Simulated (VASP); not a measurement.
# GaP (I-4m2) in VASP: single point with PBEsol

Aim: the single point of GaP with PBEsol.

Program: VASP 6.6.1. These are calculated values, not measurements. Logs are shortened: lines on timing, memory, paths and dates and some standing lists are left out, and cuts for length are marked.

**1. The cell of the first run**

Symmetry: I-4m2, No. 119, tetragonal system. The conventional cell has a = 3.923 Å, b = 3.923 Å, c = 5.340 Å, α = 90.00°, β = 90.00°, γ = 90.00°. Ga (site symmetry -4m2) has 4 P at 2.37 Å within 3.1 Å. Within 3.1 Å of P (site symmetry -4m2) lie 4 Ga at 2.37 Å.

**2. Single point, PBEsol (in-plane strain +0.02, then relaxed in part)**

INCAR

```
SYSTEM = GaP
PREC = Accurate
ENCUT = 520
EDIFF = 1E-7
ISMEAR = 0
SIGMA = 0.01
LREAL = .FALSE.
LASPH = .TRUE.
NELM = 100
ALGO = Normal
ISIF = 2
LWAVE = .FALSE.
LCHARG = .FALSE.
GGA = PS
NBANDS = 16
```

KPOINTS

```
regular mesh
0
G
  8 8 8
  0 0 0
```

POSCAR

```
GaP
1.0
    2.7736494034      2.7736494034      0.0000000000
   -2.7736494034      2.7736494034      0.0000000000
    0.0000000000      2.7736494034      2.6699968178
Ga P
1 1
Direct
    0.0000000000      0.0000000000      0.0000000000
    0.7500000000      0.2500000000      0.5000000000
```

Potentials or basis: VASP PAW PBE potentials, release 64 (Ga_d, P).

Launch:

```sh
$ cat potpaw_PBE.64/Ga_d/POTCAR potpaw_PBE.64/P/POTCAR > POTCAR
$ mpirun -np 1 vasp_std > vasp.out
```

OUTCAR:

```text
SYSTEM = GaP
   PREC = Accurate
   ENCUT = 520
   EDIFF = 1E-7
   ISMEAR = 0
   LREAL = .FALSE.
   LASPH = .TRUE.
   NELM = 100
   ISIF = 2
   GGA = PS

 ion  position               nearest neighbor table
   1  0.000  0.000  0.000-   2 2.37   2 2.37   2 2.37   2 2.37
   2  0.750  0.250  0.500-   1 2.37   1 2.37   1 2.37   1 2.37

  LATTYP: Found a body centered tetragonal cell.
 ALAT       =     3.9225326036
 C/A-ratio  =     1.3613637349

  Lattice vectors:

 A1 = (   2.7736494034,   0.0000000000,  -2.6699968178)
 A2 = (  -2.7736494034,   0.0000000000,  -2.6699968178)
 A3 = (   0.0000000000,   2.7736494034,   2.6699968178)

Analysis of symmetry for initial positions (statically):
=====================================================================
 Subroutine PRICEL returns:
 Original cell was already a primitive cell.

 Routine SETGRP: Setting up the symmetry group for a
 body centered tetragonal supercell.

 Subroutine GETGRP returns: Found  8 space group operations
 (whereof  8 operations were pure point group operations)
 out of a pool of 16 trial point group operations.

The static configuration has the point symmetry D_2d.

Analysis of symmetry for dynamics (positions and initial velocities):
=====================================================================
 Subroutine PRICEL returns:
 Original cell was already a primitive cell.

 Routine SETGRP: Setting up the symmetry group for a
 body centered tetragonal supercell.

 Subroutine GETGRP returns: Found  8 space group operations
 (whereof  8 operations were pure point group operations)
 out of a pool of 16 trial point group operations.

The dynamic configuration has the point symmetry D_2d.

 Subroutine INISYM returns: Found  8 space group operations
 (whereof  8 operations are pure point group operations),
 and found     1 'primitive' translations

----------------------------------------------------------------------------------------

                                     Primitive cell

  volume of cell :      41.0813

  direct lattice vectors                    reciprocal lattice vectors
     2.773649403  2.773649403  0.000000000     0.180267917  0.180267917 -0.187266141
    -2.773649403  2.773649403  0.000000000    -0.180267917  0.180267917 -0.187266141
     0.000000000  2.773649403  2.669996818     0.000000000  0.000000000  0.374532282

  length of vectors
     3.922532604  3.922532604  3.849936885     0.316325230  0.316325230  0.374532282
[... 75 lines left out ...]
   ISPIN  =      1    spin polarized calculation?
   LNONCOLLINEAR =      F non collinear calculations
   LSORBIT =      F    spin-orbit coupling
   LASPH  =      T    aspherical Exc in radial PAW
   ENCUT  =  520.0 eV  38.22 Ry    6.18 a.u.   7.29  7.29  7.16*2*pi/ulx,y,z
   NELM   =    100;   NELMIN=  2; NELMDL= -5     # of ELM steps
   EDIFF  = 0.1E-06   stopping-criterion for ELM
   LREAL  =      F    real-space projection
   EDIFFG = 0.1E-05   stopping-criterion for IOM
   NSW    =      0    number of steps for IOM
   IBRION =     -1    ionic relax: 0-MD 1-quasi-New 2-CG
   NFREE  =      0    steps in history (QN), initial steepest desc. (CG)
   ISIF   =      2    stress and relaxation
   ISYM   =      2    0-nonsym 1-usesym 2-fastsym
   POTIM  = 0.5000    time-step for ionic-motion
   TEBEG  =    0.0;   TEEND  =   0.0 temperature during run
   PSTRESS=    0.0 pullay stress
   NELECT =      18.0000    total number of electrons
   NUPDOWN=      -1.0000    fix difference up-down
   EMIN   =  10.00;   EMAX   =-10.00  energy-range for DOS
   EFERMI =   0.00;   METHOD = LEGACY
   ISMEAR =     0;   SIGMA  =   0.01  broadening in eV -4-tet -1-fermi 0-gaus
   EFERMI_NEDOS =   21; number of points for ismear=-14 and -15
   IALGO  =     38    algorithm
   IMIX   =      4    mixing-type and parameters
     AMIX     =   0.40;   BMIX     =  1.00
     AMIX_MAG =   1.60;   BMIX_MAG =  1.00
  volume/ion in A,a.u.               =      20.54       138.62
  Fermi-wavevector in a.u.,A,eV,Ry     =   1.243420  2.349722 21.035863  1.546092
  Thomas-Fermi vector in A             =   2.377731
   LORBIT       =      0    0 simple, 1 ext, 2 COOP (PROOUT), +10 PAW based schemes
   GGA     = PS    functional components
   LHFCALC =     F    Hartree Fock is set to
   AEXX    =    0.0000 exact exchange contribution
   IVDW    =     0    specifies the selected vdW correction
   LEPSILON=     F    determine dielectric tensor
   LRPA    =     F    only Hartree local field effects (RPA)
 non-spin polarized calculation
 Gauss-broadening in eV      SIGMA  =   0.01
  energy-cutoff  :      520.00
  volume of cell :       41.08
 maximum number of plane-waves:      1120
 NGX is ok and might be reduce to    30
   NGX = 15   NGY = 15   NGZ = 15

 number of electron      18.0000000 magnetization

 Free energy of the ion-electron system (eV)
  ---------------------------------------------------
  ext. energy  EPLUGINS =         0.00000000
  ---------------------------------------------------
  free energy    TOTEN  =        -9.90730387 eV

  energy without entropy =       -9.90730387  energy(sigma->0) =       -9.90730387

 E-fermi :   4.6220     XC(G=0):  -9.9561

 val. band max:        4.5525072489   @ k =   0.0000   0.0000   0.0000
 cond. band min:       5.7386732314   @ k =   0.0000   0.0000   0.3750
 fundamental gap:      1.1861659825
 Fermi energy:         4.6220367818

 k-point     1 :       0.0000    0.0000    0.0000
  band No.  band energies     occupation
      1     -10.1010      2.00000
      2     -10.1010      2.00000
      3     -10.0901      2.00000
      4     -10.0047      2.00000
      5      -9.9988      2.00000
      6      -7.9909      2.00000
[... 433 lines left out ...]
      3     -10.0717      2.00000
      4     -10.0016      2.00000
      5      -9.9991      2.00000
      6      -6.8309      2.00000
[... 8 lines left out ...]
     15      14.6424      0.00000
     16      15.7184      0.00000

 [... further k-points ...]
[... 5 lines left out ...]
  --------------------------------------------------------------------------------------
  -------------------------------------------------------------------------------------
  Total       -0.6897377     -0.6897377     -0.0110489      0.0000000      0.0000000      0.0000000
  in kB      -26.8999020    -26.8999020     -0.4309111      0.0000000      0.0000000      0.0000000
  external PRESSURE =     -18.0769050 kB  Pullay stress =       0.0000000 kB

 VOLUME and BASIS-vectors are now :
 -----------------------------------------------------------------------------
  energy-cutoff  :      520.00
  volume of cell :       41.08
      direct lattice vectors                 reciprocal lattice vectors
     2.773649403  2.773649403  0.000000000     0.180267917  0.180267917 -0.187266141
    -2.773649403  2.773649403  0.000000000    -0.180267917  0.180267917 -0.187266141
     0.000000000  2.773649403  2.669996818     0.000000000  0.000000000  0.374532282

 POSITION                                       TOTAL-FORCE (eV/Angst)
 -----------------------------------------------------------------------------------
      0.00000      0.00000      0.00000        -0.000000      0.000000      0.000000
      1.38682      4.16047      1.33500         0.000000     -0.000000      0.000000
 -----------------------------------------------------------------------------------
    total drift:                               -0.000001      0.000000     -0.000000

  FREE ENERGIE OF THE ION-ELECTRON SYSTEM (eV)
  ---------------------------------------------------
  free  energy   TOTEN  =        -9.9073038652 eV

  energy  without entropy=       -9.9073038652  energy(sigma->0) =       -9.90730387
```

stdout:

```text
POSCAR found type information on POSCAR GaP
 POSCAR found :  2 types and       2 ions
 scaLAPACK will be used
 -----------------------------------------------------------------------------
|                                                                             |
|                                                                             |
|     You enforced a specific xc type in the INCAR file but a different       |
|     I HOPE YOU KNOW WHAT YOU ARE DOING!                                     |
|                                                                             |
 -----------------------------------------------------------------------------

 LDA part: xc-table for (Slater+PW92), standard interpolation
 POSCAR, INCAR and KPOINTS ok, starting setup
 FFT: planning ... GRIDC
 FFT: planning ... GRID_SOFT
 FFT: planning ... GRID
 WAVECAR not read
 entering main loop
```

Wall time 20 s (1 thread of Intel Xeon 6975P-C (Granite Rapids), shared host); peak memory 0.18 GiB.

What came out:

| Item | Value |
| --- | --- |
| Free energy | -9.9073 eV |
| Pressure | -1.8 GPa |
| Band gap on the k mesh | 1.19 eV, indirect (least direct gap 1.49 eV) |

Stress tensor (GPa, compression positive):
```
-2.69  0.00  0.00
 0.00 -2.69  0.00
 0.00  0.00 -0.04
```

Caveat: the cell differs from its parent crystal (in-plane strain +0.02, then relaxed in part); the PAW data sets were made with another functional, which shifts forces and pressure a little.
